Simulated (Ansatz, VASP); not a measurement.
**B: VASP beside Ansatz**

INCAR

```
SYSTEM = B
PREC = Accurate
ENCUT = 520
EDIFF = 1E-6
ISMEAR = 0
SIGMA = 0.15
LREAL = .FALSE.
LASPH = .TRUE.
NELM = 80
ALGO = Normal
ISIF = 2
LWAVE = .FALSE.
LCHARG = .FALSE.
GGA = PS
NBANDS = 8
```

KPOINTS

```
Automatic mesh
0
G
  36 36 14
  0 0 0
```

File POSCAR:

```
B
1.0
    1.7257574820      0.0000000000      0.0000000000
   -0.8628787410      1.4945498202      0.0000000000
    0.0000000000      0.0000000000      3.5378201781
B
1
Direct
    0.0000000000      0.0000000000      0.0000000000
```

Input for Ansatz:

```yaml
crystal:
  lattice:
    - [1.725757482, 0.0, 0.0]
    - [-0.862878741, 1.4945498202, 0.0]
    - [0.0, 0.0, 3.5378201781]
  atoms:
    - { symbol: B, position: [0.0, 0.0, 0.0] }
basis:
  ecutwfc: 420
kpoints:
  mp_grid: { grid: [36, 36, 14] }
hamiltonian:
  xc: pbesol
scf:
  occupations: { method: gaussian, width: 0.15 }
output:
  forces: true
  stress: true
  eigenvalues: true
```

Alike in both runs: task single point; functional PBEsol; k mesh 36 × 36 × 14; occupations gaussian, width 0.15 eV; no spin polarisation.

```csv
,VASP,Ansatz
version,VASP 6.6.1,Ansatz 0.2.0
potentials or method,"VASP PAW PBE potentials, release 64 (B), cutoff 520 eV","scalar-relativistic, plane waves, PAW"
valence electrons in the cell,3,3
```

```tsv
	VASP	Ansatz	Ansatz less VASP
gap on the k mesh at the Fermi level (eV)	none	none	-
pressure (GPa)	-5.5	-5.6	-0.17
traceless stress, the component that is largest in VASP (GPa)	5.26	5.51	+0.247
```

VASP's potentials were made for PBE, not for PBEsol. A gap of «none» marks a metal or a gap that the smearing closes.
